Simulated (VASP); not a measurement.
# Mg (P6_3/mmc) in VASP: settings compared, part 2 of 2

VASP 6.6.1. The steps go on from the part before.

### 3 Single point, r2SCANh

POSCAR

```
Mg
1.0
    3.1768261656      0.0000000000      0.0000000000
   -1.5884130828      2.7512121628      0.0000000000
    0.0000000000      0.0000000000     10.3188620100
Mg
4
Direct
    0.6666666667      0.3333333333      0.7500000000
    0.0000000000      0.0000000000      0.5000000000
    0.3333333333      0.6666666667      0.2500000000
    0.0000000000      0.0000000000      0.0000000000
```

INCAR.step1

```
SYSTEM = Mg
  ALGO = Normal
  EDIFF = 1E-5
  ENCUT = 520
  GGA = PE
  ISIF = 2
  ISMEAR = -1
  LASPH = .True.
  LCHARG = .False.
  LREAL = .False.
  LWAVE = .True.
  NBANDS = 12
  NELM = 60
  PREC = Accurate
  SIGMA = 0.05
```

INCAR.step2

```
SYSTEM = Mg
  AEXX = 0.1
  ALGO = Normal
  EDIFF = 1E-6
  ENCUT = 520
  ISIF = 2
  ISMEAR = -1
  ISTART = 1
  LASPH = .True.
  LCHARG = .False.
  LHFCALC = .True.
  LMIXTAU = .True.
  LREAL = .False.
  LWAVE = .False.
  METAGGA = R2SCAN
  NBANDS = 12
  NELM = 60
  PREC = Accurate
  PRECFOCK = Normal
  SIGMA = 0.05
```

KPOINTS

```
k-points
0
Gamma
  5 5 2
  0 0 0
```

Potentials or basis: VASP PAW PBE potentials, release 64 (Mg).

Started as:

```
cat potpaw_PBE.64/Mg/POTCAR > POTCAR
cp INCAR.step1 INCAR
mpirun -np 1 vasp_std > vasp.out
cp INCAR.step2 INCAR
mpirun -np 1 vasp_std > vasp.out
```

OUTCAR:

```text
SYSTEM = Mg
   AEXX = 0.1
   EDIFF = 1E-6
   ENCUT = 520
   ISIF = 2
   ISMEAR = -1
   ISTART = 1
   LASPH = .True.
   LHFCALC = .True.
   LREAL = .False.
   METAGGA = R2SCAN
   NELM = 60
   PREC = Accurate
   PRECFOCK = Normal

 ion  position               nearest neighbor table
   1  0.667  0.333  0.750-   2 3.17   4 3.17   2 3.17   4 3.17   2 3.17   4 3.17
   2  0.000  0.000  0.500-   1 3.17   3 3.17   3 3.17   1 3.17   1 3.17   3 3.17
   3  0.333  0.667  0.250-   2 3.17   4 3.17   2 3.17   4 3.17   2 3.17   4 3.17
   4  0.000  0.000  0.000-   1 3.17   3 3.17   3 3.17   1 3.17   1 3.17   3 3.17

  LATTYP: Found a hexagonal cell.
 ALAT       =     3.1768261656
 C/A-ratio  =     3.2481670296

  Lattice vectors:

 A1 = (   3.1768261656,   0.0000000000,   0.0000000000)
 A2 = (  -1.5884130828,   2.7512121628,   0.0000000000)
 A3 = (   0.0000000000,   0.0000000000,  10.3188620100)

Analysis of symmetry for initial positions (statically):
=====================================================================
 Subroutine PRICEL returns:
 Original cell was already a primitive cell.

 Routine SETGRP: Setting up the symmetry group for a
 hexagonal supercell.

 Subroutine GETGRP returns: Found 24 space group operations
 (whereof 12 operations were pure point group operations)
 out of a pool of 24 trial point group operations.

The static configuration has the point symmetry D_3d.
 The point group associated with its full space group is D_6h.

Analysis of symmetry for dynamics (positions and initial velocities):
=====================================================================
 Subroutine PRICEL returns:
 Original cell was already a primitive cell.

 Routine SETGRP: Setting up the symmetry group for a
 hexagonal supercell.

 Subroutine GETGRP returns: Found 24 space group operations
 (whereof 12 operations were pure point group operations)
 out of a pool of 24 trial point group operations.

The dynamic configuration has the point symmetry D_3d.
 The point group associated with its full space group is D_6h.

 Subroutine INISYM returns: Found 24 space group operations
 (whereof 12 operations are pure point group operations),
 and found     1 'primitive' translations

----------------------------------------------------------------------------------------

                                     Primitive cell

  volume of cell :      90.1881

  direct lattice vectors                    reciprocal lattice vectors
     3.176826166  0.000000000  0.000000000     0.314779578  0.181738074  0.000000000
    -1.588413083  2.751212163  0.000000000     0.000000000  0.363476148  0.000000000
     0.000000000  0.000000000 10.318862010     0.000000000  0.000000000  0.096909911

  length of vectors
     3.176826166  3.176826166 10.318862010     0.363476148  0.363476148  0.096909911

  position of ions in fractional coordinates (direct lattice)
     0.666666667  0.333333333  0.750000000
     0.000000000  0.000000000  0.500000000
     0.333333333  0.666666667  0.250000000
     0.000000000  0.000000000  0.000000000

  ion indices of the primitive-cell ions
   primitive index   ion index
                 1           1
                 2           2
                 3           3
                 4           4

----------------------------------------------------------------------------------------

[... 48 lines left out ...]
   ISPIN  =      1    spin polarized calculation?
   LNONCOLLINEAR =      F non collinear calculations
   LSORBIT =      F    spin-orbit coupling
   LASPH  =      T    aspherical Exc in radial PAW
   ENCUT  =  520.0 eV  38.22 Ry    6.18 a.u.   5.91  5.91 19.19*2*pi/ulx,y,z
   NELM   =     60;   NELMIN=  2; NELMDL=  0     # of ELM steps
   EDIFF  = 0.1E-05   stopping-criterion for ELM
   LREAL  =      F    real-space projection
   EDIFFG = 0.1E-04   stopping-criterion for IOM
   NSW    =      0    number of steps for IOM
   IBRION =     -1    ionic relax: 0-MD 1-quasi-New 2-CG
   NFREE  =      0    steps in history (QN), initial steepest desc. (CG)
   ISIF   =      2    stress and relaxation
   ISYM   =      3    0-nonsym 1-usesym 2-fastsym
   POTIM  = 0.5000    time-step for ionic-motion
   TEBEG  =    0.0;   TEEND  =   0.0 temperature during run
   PSTRESS=    0.0 pullay stress
   NELECT =       8.0000    total number of electrons
   NUPDOWN=      -1.0000    fix difference up-down
   EMIN   =  10.00;   EMAX   =-10.00  energy-range for DOS
   EFERMI =   0.00;   METHOD = LEGACY
   ISMEAR =    -1;   SIGMA  =   0.05  broadening in eV -4-tet -1-fermi 0-gaus
   EFERMI_NEDOS =   21; number of points for ismear=-14 and -15
   IALGO  =     38    algorithm
   IMIX   =      1    mixing-type and parameters
     AMIX     =   0.40;   BMIX     =  1.00
     AMIX_MAG =   1.60;   BMIX_MAG =  1.00
  volume/ion in A,a.u.               =      22.55       152.15
  Fermi-wavevector in a.u.,A,eV,Ry     =   0.730110  1.379708  7.252733  0.533061
  Thomas-Fermi vector in A             =   1.821999
   LORBIT       =      0    0 simple, 1 ext, 2 COOP (PROOUT), +10 PAW based schemes
   METAGGA = R2SCAN    functional components
   LHFCALC =     T    Hartree Fock is set to
   PRECFOCK=normal    Normal, Fast or Accurate (Low or Medium for compatibility)
   ENCUT4O =  -1.0   cutoff for four orbital integrals eV
   NKREDX  =     1    reduce k-point grid by
   NKREDY  =     1    reduce k-point grid by
   NKREDZ  =     1    reduce k-point grid by
   AEXX    =    0.1000 exact exchange contribution
   HFSCREEN=    0.0000 screening length (either q_TF or 0.3 A-1)
   HFSCREENC=   0.0000 screening length for correlation (either q_TF or 0.3 A-1)
   ENCUTFOCK=  -1.0 apply spherical cutoff to Coloumb kernel
   IVDW    =     0    specifies the selected vdW correction
   LEPSILON=     F    determine dielectric tensor
   LRPA    =     F    only Hartree local field effects (RPA)
 non-spin polarized calculation
  energy-cutoff  :      520.00
  volume of cell :       90.19
 maximum number of plane-waves:      2456
 NGX is ok and might be reduce to    24
  NGX = 18; NGY = 18; NGZ = 60

 number of electron       8.0000000 magnetization

 Free energy of the ion-electron system (eV)
  ---------------------------------------------------
  ext. energy  EPLUGINS =         0.00000000
  ---------------------------------------------------
  free energy    TOTEN  =       -15.66007339 eV

  energy without entropy =      -15.65454889  energy(sigma->0) =      -15.65731114

 E-fermi :   2.5621     XC(G=0):  -8.2801

 val. band max:        2.4815478409   @ k =   0.4000   0.0000   0.0000
 cond. band min:       2.9532138687   @ k =   0.4000   0.2000   0.0000
 fundamental gap:      0.4716660278
 Fermi energy:         2.5620605180

 k-point     1 :       0.0000    0.0000    0.0000
  band No.  band energies     occupation
      1      -5.2678      2.00000
      2      -3.7078      2.00000
      3      -3.6996      2.00000
      4       0.5660      2.00000
      5       1.3467      2.00000
      6       8.4632      0.00000
      7       8.4750      0.00000
      8      14.9068      0.00000
      9      14.9068      0.00000
     10      15.0000      0.00000
     11      15.0000      0.00000
     12      15.7086      0.00000
[... 121 lines left out ...]
 k-point    10 :       0.4000    0.2000    0.5000
  band No.  band energies     occupation
      1       1.0373      2.00000
      2       1.0373      2.00000
      3       1.3048      2.00000
      4       1.3048      2.00000
      5       4.1929      0.00000
      6       4.1929      0.00000
      7       4.5272      0.00000
      8       4.5272      0.00000
      9       5.9940      0.00000
     10       5.9940      0.00000
     11       8.6279      0.00000
     12       8.6279      0.00000

------------------------ aborting loop because EDIFF is reached ----------------------------------------

  FORCE on cell =-STRESS in cart. coord.  units (eV):
  Direction    XX          YY          ZZ          XY          YZ          ZX
  --------------------------------------------------------------------------------------
  -------------------------------------------------------------------------------------
  Total       -0.3397737     -0.3397737      0.3938686      0.0000000     -0.0000000      0.0000000
  in kB       -6.0360247     -6.0360247      6.9970124      0.0000000     -0.0000000      0.0000000
  external PRESSURE =      -1.6916790 kB  Pullay stress =       0.0000000 kB

 VOLUME and BASIS-vectors are now :
 -----------------------------------------------------------------------------
  energy-cutoff  :      520.00
  volume of cell :       90.19
      direct lattice vectors                 reciprocal lattice vectors
     3.176826166  0.000000000  0.000000000     0.314779578  0.181738074  0.000000000
    -1.588413083  2.751212163  0.000000000     0.000000000  0.363476148  0.000000000
     0.000000000  0.000000000 10.318862010     0.000000000  0.000000000  0.096909911

 POSITION                                       TOTAL-FORCE (eV/Angst)
 -----------------------------------------------------------------------------------
      1.58841      0.91707      7.73915        -0.000000      0.000000      0.000000
      0.00000      0.00000      5.15943         0.000000      0.000000     -0.000000
     -0.00000      1.83414      2.57972         0.000000     -0.000000      0.000000
      0.00000      0.00000      0.00000         0.000000      0.000000     -0.000000
 -----------------------------------------------------------------------------------
    total drift:                                0.000000     -0.000000      0.000000

  FREE ENERGIE OF THE ION-ELECTRON SYSTEM (eV)
  ---------------------------------------------------
  free  energy   TOTEN  =       -15.6600733936 eV

  energy  without entropy=      -15.6545488897  energy(sigma->0) =      -15.65731114
```

Run time: 10 min. Hardware: 1 thread of Oxide Virtual Turin-like, shared host; peak memory 0.19 GiB.

What came out:

* Free energy: -15.6601 eV
* Pressure: -0.2 GPa
* Band gap on the k mesh: zero (band 4 reaches 3.28 eV, above the bottom of band 5 at 1.35 eV)

Caveat: the k points lie up to 0.46 Å⁻¹ apart; the PAW data sets were made with another functional, which shifts forces and pressure a little.
